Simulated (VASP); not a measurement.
## Sn: single point with PBE+D3(BJ)

Sn:

```
Sn
1.0
    -2.02919    2.02919    1.66076
     2.02919   -2.02919    1.66076
     2.02919    2.02919   -1.66076
Sn
1
Direct
  0.00000 0.00000 0.00000
```

- Program: VASP 6.6.1
- Task: single point
- Functional: PBE
- Dispersion: D3(BJ)
- Potentials or basis: VASP PAW PBE potentials, release 64 (Sn_d)
- Cutoff: 520 eV
- k mesh: 10 × 10 × 10
- Occupations: fermi-dirac, width 0.05 eV
- Spin: no spin polarisation

The pressure is -1.4 GPa, the band gap on the k mesh is zero (band 7 reaches 14.75 eV, above the bottom of band 8 at 5.95 eV) and the dispersion energy per atom is -0.383 eV.

Stress tensor (GPa, compression positive):
```
-1.82  0.00  0.00
 0.00 -1.82  0.00
 0.00  0.00 -0.58
```

Levels at points of the mesh, in eV from the Fermi level:
```tsv
k point	band 5	band 6	band 7	band 8	band 9	band 10
(0.00, 0.00, 0.00)	-21.34	-11.00	6.80	6.80	9.37	10.29
(0.50, 0.00, 0.00)	-21.29	-5.72	-4.12	3.11	4.37	7.22
(0.50, 0.50, 0.00)	-21.30	-7.24	-4.64	5.82	7.78	10.41
(0.50, 0.50, 0.50)	-21.28	-3.36	-1.53	-1.53	2.56	3.09
```

Run time: 13 s on 1 thread of Intel(R) Xeon(R) 6975P-C (Granite Rapids), with other jobs on the host, peak memory 0.18 GiB.

Caveat: three body term missing; spin-orbit coupling is left out, which moves the levels of the heavy elements; pairwise dispersion overbinds metals, which lowers pressure and volume.
